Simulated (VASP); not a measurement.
Wanted: the native input for a VASP 6.6.1 run.

* Task: single point
* Functional: PBE
* Dispersion: D3(BJ)
* Potentials or basis: VASP PAW PBE potentials, release 64 (In_d, Sb)
* Cutoff: 520 eV
* k mesh: 10 × 8 × 8
* Occupations: gaussian, width 0.15 eV
* Spin: no spin polarisation
* Dipole correction: no
* Further INCAR settings: ALGO = Fast; EDIFF = 1e-07; NBANDS = 38

The structure of InSb3 lies in POSCAR:

```
InSb3
1.0
   -4.7333130259      0.0000000000      0.0000000000
    0.0000000000      4.7333130259      4.7333130259
    0.0000000000      4.7333130259     -4.7333130259
In Sb
2 6
Direct
    1.0000000000      0.0000000000      0.0000000000
    1.0000000000      0.5000000000      0.5000000000
    0.5000000000      0.2605634256      0.7605634256
    0.5000000000      0.7394365744      0.2394365744
    0.0000000000      0.5000000000      0.0000000000
    0.0000000000      0.0000000000      0.5000000000
    0.5000000000      0.7605634256      0.7394365744
    0.5000000000      0.2394365744      0.2605634256
```

One way to write it, as run:

INCAR

```
PREC = Accurate
ENCUT = 520
EDIFF = 1E-7
ISMEAR = 0
SIGMA = 0.15
LREAL = F
LASPH = T
NELM = 100
ALGO = Fast
ISIF = 2
LWAVE = F
LCHARG = F
GGA = PE
IVDW = 12
NBANDS = 38
```

KPOINTS

```
Automatic mesh
0
Gamma
  10 8 8
```

Potentials or basis: VASP PAW PBE potentials, release 64 (In_d, Sb).

Launch:

```bash
$ cat potpaw_PBE.64/In_d/POTCAR potpaw_PBE.64/Sb/POTCAR > POTCAR
$ mpirun -np 1 vasp_std > vasp.out
```

Results of the run:

* Pressure: 0.0 GPa
* Largest force: 0.007 eV/Å
* Band gap on the k mesh: zero (bands 28 and 29 overlap by 1.85 eV)
* Dispersion energy per atom: -0.478 eV

Caveat: spin-orbit coupling is left out, which moves the levels of the heavy elements.

Run time: 20 min on 1 thread of Oxide Virtual Turin-like Processor, on a shared host, peak memory 0.67 GiB.
